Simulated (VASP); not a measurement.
Input of a VASP 6.6.1 run:

Contents of INCAR:

```
ALGO     = Normal         # electronic algorithm
EDIFF    = 1E-6           # SCF threshold, eV
ENCUT    = 520            # plane-wave cutoff, eV
GGA      = PE             # functional
ISIF     = 2              # what is computed and relaxed
ISMEAR   = 0              # smearing method
LASPH    = T              # aspherical terms in the spheres
LCHARG   = T              # write CHGCAR
LELF     = T              # ELF
LREAL    = F              # projectors in reciprocal space
LVHAR    = T            
LWAVE    = F              # write WAVECAR
NBANDS   = 11             # bands
NELM     = 100            # most SCF steps
PREC     = Accurate       # precision mode
SIGMA    = 0.05           # smearing width, eV
```

Contents of KPOINTS:

```
k-points
0
Gamma
  11 11 11
```

File POSCAR:

```
NaH
1.0
    0.0000000000      2.4400000000      2.4400000000
    2.4400000000      0.0000000000      2.4400000000
    2.4400000000      2.4400000000      0.0000000000
Na H
1 1
Direct
   -0.0125970000      0.0013660000      0.0060060000
    0.5005580000      0.4984190000      0.5048660000
```

Potentials or basis: VASP PAW PBE potentials, release 64 (Na_pv, H).

Launch:

```bash
$ cat potpaw_PBE.64/Na_pv/POTCAR potpaw_PBE.64/H/POTCAR > POTCAR
$ mpirun -np 1 vasp_std > vasp.out
```

Q: Predict the pressure.

A: -0.7 GPa.

Q: Predict the largest force.

A: 0.031 eV/Å.

Q: What does it give for the band gap on the k mesh?

A: 3.91 eV, indirect (least direct gap 4.65 eV).

Forces in eV/Å, atoms in the order of the input:
```
Na  -0.008  0.023  0.019
H    0.008 -0.023 -0.019
```

A k mesh can miss the band edges. A hybrid or GW would open this gap; PBE tends to underestimate it.
